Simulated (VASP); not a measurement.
# Hg (Pm-3m) in VASP: settings compared, part 2 of 2

VASP 6.6.1.

**5. Single point, PBE**

This run uses another cell than the first one, of 31.28 Å³/atom, 1.020 times its volume.

Contents of INCAR:

```
  ALGO = Normal
  EDIFF = 1E-7
  ENCUT = 520
  GGA = PE
  ISIF = 2
  ISMEAR = -1
  LASPH = T
  LCHARG = F
  LREAL = F
  LWAVE = F
  NBANDS = 12
  NELM = 60
  PREC = Accurate
  SIGMA = 0.06122561905347299
```

Contents of KPOINTS:

```
k-points
0
Gamma
  12 12 12
```

Contents of POSCAR:

```
Hg
1.0
    3.1508396380      0.0000000000      0.0000000000
    0.0000000000      3.1508396380      0.0000000000
    0.0000000000      0.0000000000      3.1508396380
Hg
1
Direct
    0.0000000000      0.0000000000      0.0000000000
```

Potentials or basis: VASP PAW PBE potentials, release 64 (Hg).

The run is started by

```
$ cat potpaw_PBE.64/Hg/POTCAR > POTCAR
$ mpirun -np 1 vasp_std > vasp.out
```

OUTCAR:

```text
EDIFF = 1E-7
   ENCUT = 520
   GGA = PE
   ISIF = 2
   ISMEAR = -1
   LASPH = T
   LREAL = F
   NELM = 60
   PREC = Accurate

 ion  position               nearest neighbor table
   1  0.000  0.000  0.000-

  LATTYP: Found a simple cubic cell.
 ALAT       =     3.1508396380

  Lattice vectors:

 A1 = (   3.1508396380,   0.0000000000,   0.0000000000)
 A2 = (   0.0000000000,   3.1508396380,   0.0000000000)
 A3 = (   0.0000000000,   0.0000000000,   3.1508396380)

Analysis of symmetry for initial positions (statically):
=====================================================================
 Subroutine PRICEL returns:
 Original cell was already a primitive cell.

 Routine SETGRP: Setting up the symmetry group for a
 simple cubic supercell.

 Subroutine GETGRP returns: Found 48 space group operations
 (whereof 48 operations were pure point group operations)
 out of a pool of 48 trial point group operations.

The static configuration has the point symmetry O_h .

Analysis of symmetry for dynamics (positions and initial velocities):
=====================================================================
 Subroutine PRICEL returns:
 Original cell was already a primitive cell.

 Routine SETGRP: Setting up the symmetry group for a
 simple cubic supercell.

 Subroutine GETGRP returns: Found 48 space group operations
 (whereof 48 operations were pure point group operations)
 out of a pool of 48 trial point group operations.

The dynamic configuration has the point symmetry O_h .

 Subroutine INISYM returns: Found 48 space group operations
 (whereof 48 operations are pure point group operations),
 and found     1 'primitive' translations

----------------------------------------------------------------------------------------

                                     Primitive cell

[... 112 lines left out ...]
   LORBIT       =      0    0 simple, 1 ext, 2 COOP (PROOUT), +10 PAW based schemes
   GGA     = PE    functional components
   LHFCALC =     F    Hartree Fock is set to
   AEXX    =    0.0000 exact exchange contribution
   IVDW    =     0    specifies the selected vdW correction
   LEPSILON=     F    determine dielectric tensor
   LRPA    =     F    only Hartree local field effects (RPA)
 non-spin polarized calculation
  energy-cutoff  :      520.00
  volume of cell :       31.28
 maximum number of plane-waves:       868
 NGX is ok and might be reduce to    24
   NGX = 11   NGY = 11   NGZ = 11

 number of electron      12.0000001 magnetization

 Free energy of the ion-electron system (eV)
  ---------------------------------------------------
  ext. energy  EPLUGINS =         0.00000000
  ---------------------------------------------------
  free energy    TOTEN  =        -0.16317723 eV

  energy without entropy =       -0.15737264  energy(sigma->0) =       -0.16027493

 E-fermi :   1.0320     XC(G=0):  -9.2579

 val. band max:        1.0298215519   @ k =   0.4167   0.4167   0.3333
 cond. band min:       1.0373148984   @ k =   0.5000   0.5000   0.0833
 fundamental gap:      0.0074933465
 Fermi energy:         1.0319813995

 k-point     1 :       0.0000    0.0000    0.0000
  band No.  band energies     occupation
      1      -6.4034      2.00000
      2      -6.4034      2.00000
      3      -6.3914      2.00000
      4      -4.8458      2.00000
      5      -4.8458      2.00000
      6      -4.8458      2.00000
      7      10.2635      0.00000
      8      10.2635      0.00000
      9      10.2635      0.00000
     10      13.2480      0.00000
     11      15.0418      0.00000
     12      15.0418      0.00000
[... 331 lines left out ...]
 k-point    24 :       0.4167    0.3333    0.0000
  band No.  band energies     occupation
      1      -6.0921      2.00000
      2      -5.9517      2.00000
      3      -5.2410      2.00000
      4      -5.1478      2.00000
      5      -4.8652      2.00000
      6      -1.4368      2.00000
      7       2.6797      0.00000
      8       5.3297      0.00000
      9       9.9238      0.00000
     10      15.5426      0.00000
     11      16.4480      0.00000
     12      18.2483      0.00000

 [... further k-points ...]

------------------------ aborting loop because EDIFF is reached ----------------------------------------

  FORCE on cell =-STRESS in cart. coord.  units (eV):
  Direction    XX          YY          ZZ          XY          YZ          ZX
  --------------------------------------------------------------------------------------
  -------------------------------------------------------------------------------------
  Total       -0.0365827     -0.0365827     -0.0365827      0.0000000      0.0000000      0.0000000
  in kB       -1.8737323     -1.8737323     -1.8737323      0.0000000      0.0000000      0.0000000
  external PRESSURE =      -1.8737323 kB  Pullay stress =       0.0000000 kB

 VOLUME and BASIS-vectors are now :
 -----------------------------------------------------------------------------
  energy-cutoff  :      520.00
  volume of cell :       31.28
      direct lattice vectors                 reciprocal lattice vectors
     3.150839638  0.000000000  0.000000000     0.317375720  0.000000000  0.000000000
     0.000000000  3.150839638  0.000000000     0.000000000  0.317375720  0.000000000
     0.000000000  0.000000000  3.150839638     0.000000000  0.000000000  0.317375720

 POSITION                                       TOTAL-FORCE (eV/Angst)
 -----------------------------------------------------------------------------------
      0.00000      0.00000      0.00000         0.000000      0.000000      0.000000
 -----------------------------------------------------------------------------------
    total drift:                                0.000000      0.000000      0.000000

  FREE ENERGIE OF THE ION-ELECTRON SYSTEM (eV)
  ---------------------------------------------------
  free  energy   TOTEN  =        -0.1631772262 eV

  energy  without entropy=       -0.1573726408  energy(sigma->0) =       -0.16027493
```

OSZICAR:

```text
N       E                     dE             d eps       ncg     rms          rms(c)
DAV:   1     0.739331539252E+02    0.73933E+02   -0.62382E+03  2112   0.918E+02
DAV:   2     0.121955247938E+01   -0.72714E+02   -0.67963E+02  2208   0.220E+02
DAV:   3    -0.182971297735E+00   -0.14025E+01   -0.14015E+01  2348   0.341E+01
DAV:   4    -0.184624439599E+00   -0.16531E-02   -0.16531E-02  2232   0.127E+00
DAV:   5    -0.184627686592E+00   -0.32470E-05   -0.32470E-05  2408   0.521E-02    0.204E+00
DAV:   6    -0.164192490674E+00    0.20435E-01   -0.54297E-02  2324   0.252E+00    0.165E+00
DAV:   7    -0.163062289011E+00    0.11302E-02   -0.61621E-03  2332   0.708E-01    0.828E-01
DAV:   8    -0.163148045278E+00   -0.85756E-04   -0.66332E-04  2124   0.298E-01    0.235E-02
DAV:   9    -0.163171269046E+00   -0.23224E-04   -0.14590E-05  2252   0.329E-02    0.720E-03
DAV:  10    -0.163177260808E+00   -0.59918E-05   -0.69210E-06  2084   0.242E-02    0.127E-03
DAV:  11    -0.163177226182E+00    0.34626E-07   -0.15991E-07  2200   0.276E-03
   1 F= -.16317723E+00 E0= -.16027493E+00  d E =-.580459E-02
```

stdout:

```text
POSCAR found type information on POSCAR Hg
 POSCAR found :  1 types and       1 ions
 scaLAPACK will be used
 LDA part: xc-table for (Slater+PW92), standard interpolation
 POSCAR, INCAR and KPOINTS ok, starting setup
 FFT: planning ... GRIDC
 FFT: planning ... GRID_SOFT
 FFT: planning ... GRID
 WAVECAR not read
 entering main loop
```

It took 6.5 s on 1 thread of Intel Xeon 6975P-C (Granite Rapids), shared host; peak memory 0.15 GiB.

What came out:

```yaml
Free_energy: -0.1632 eV
Pressure: -0.2 GPa
Band_gap_on_the_k_mesh: zero (band 6 reaches 4.22 eV, above the bottom of band 7 at -0.12 eV)
```

Caveat: spin-orbit coupling is left out, which moves the levels of the heavy elements.

**6. Single point, r2SCAN**

This run uses another cell than the first one, of 28.57 Å³/atom, 0.931 times its volume.

Contents of POSCAR:

```
Hg
1.0
    3.0571944017      0.0000000000      0.0000000000
    0.0000000000      3.0571944017      0.0000000000
    0.0000000000      0.0000000000      3.0571944017
Hg
1
Direct
    0.0000000000      0.0000000000      0.0000000000
```

Contents of INCAR.step1:

```
ALGO = Normal
EDIFF = 1E-4
ENCUT = 520
GGA = PE
ISMEAR = -1
LASPH = True
LCHARG = False
LREAL = False
LWAVE = True
NBANDS = 12
NELM = 60
PREC = Accurate
SIGMA = 0.1
```

Contents of INCAR.step2:

```
ALGO = Normal
EDIFF = 1E-6
ENCUT = 520
ISIF = 2
ISMEAR = -1
ISTART = 1
LASPH = True
LCHARG = False
LMIXTAU = True
LREAL = False
LWAVE = False
METAGGA = R2SCAN
NBANDS = 12
NELM = 60
PREC = Accurate
SIGMA = 0.1
```

Contents of KPOINTS:

```
k-points
0
Gamma
  11 11 11
```

Potentials or basis: VASP PAW PBE potentials, release 64 (Hg).

The run is started by

```
$ cat potpaw_PBE.64/Hg/POTCAR > POTCAR
$ cp INCAR.step1 INCAR
$ mpirun -np 1 vasp_std > vasp.out
$ cp INCAR.step2 INCAR
$ mpirun -np 1 vasp_std > vasp.out
```

It took 15 s on 1 thread of Intel Xeon 6975P-C (Granite Rapids), shared host; peak memory 0.15 GiB.

It converged, with:

- Free energy: -49.3503 eV
- Pressure: -0.8 GPa
- Band gap on the k mesh: zero (band 6 reaches 4.17 eV, above the bottom of band 7 at 0.50 eV)

Levels at points of the mesh, in eV from the Fermi level:
```tsv
k point	band 4	band 5	band 6	band 7	band 8	band 9
(0.00, 0.00, 0.00)	-6.22	-6.22	-6.22	10.13	10.13	10.13
```

Caveat: the PAW data sets were made with another functional, which shifts forces and pressure a little; spin-orbit coupling is left out, which moves the levels of the heavy elements.

**7. Summary**

| level | cell | k mesh | smearing | gap on the mesh (eV) | pressure (GPa) |
| --- | --- | --- | --- | --- | --- |
| PBE | a = 3.131 Å, 1 atom | 12 × 12 × 12 | fermi-dirac 0.0612256 eV | none | -0.1 |
| r2SCAN | a = 3.025 Å, 1 atom | 11 × 11 × 11 | fermi-dirac 0.1 eV | none | 0.0 |
| PBE | a = 3.151 Å, 1 atom | 12 × 12 × 12 | fermi-dirac 0.0612256 eV | none | -0.2 |
| r2SCAN | a = 3.057 Å, 1 atom | 11 × 11 × 11 | fermi-dirac 0.1 eV | none | -0.8 |

Alike in all rows: task single point; potentials or basis VASP PAW PBE potentials, release 64 (Hg); no spin polarisation; cutoff (eV) 520.

Caveats: spin-orbit coupling is left out, which moves the levels of the heavy elements; the PAW data sets were made with another functional, which shifts forces and pressure a little (some runs).

Absolute energies hang on the potentials; compare differences alone.
